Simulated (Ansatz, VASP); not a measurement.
Two plane-wave programs on Ca

```xyz
1
Lattice="0.0000 2.7847 2.7847 2.7847 0.0000 2.7847 2.7847 2.7847 0.0000" Properties=species:S:1:pos:R:3 pbc="T T T"
Ca    0.0000    0.0000    0.0000
```

Alike in both runs: functional r2SCAN; k mesh 16 × 16 × 16; occupations fermi-dirac, width 0.15 eV; no spin polarisation.

Ansatz relaxed the structure, and its values are those at the end. VASP's run is a single point on that final structure, the one shown.

|  | VASP | Ansatz |
| --- | --- | --- |
| version | VASP 6.6.1 | Ansatz 0.2.0 |
| potentials or method | VASP PAW PBE potentials, release 64 (Ca_sv), cutoff 520 eV | scalar-relativistic, plane waves, PAW |
| valence electrons in the cell | 10 | 10 |

```csv
,VASP,Ansatz,Ansatz less VASP
gap on the k mesh at the Fermi level (eV),none,none,-
pressure (GPa),0.1,0.0,-0.05
```

VASP's potentials were made for PBE, not for r2SCAN. A gap of «none» marks a metal or a gap that the smearing closes.
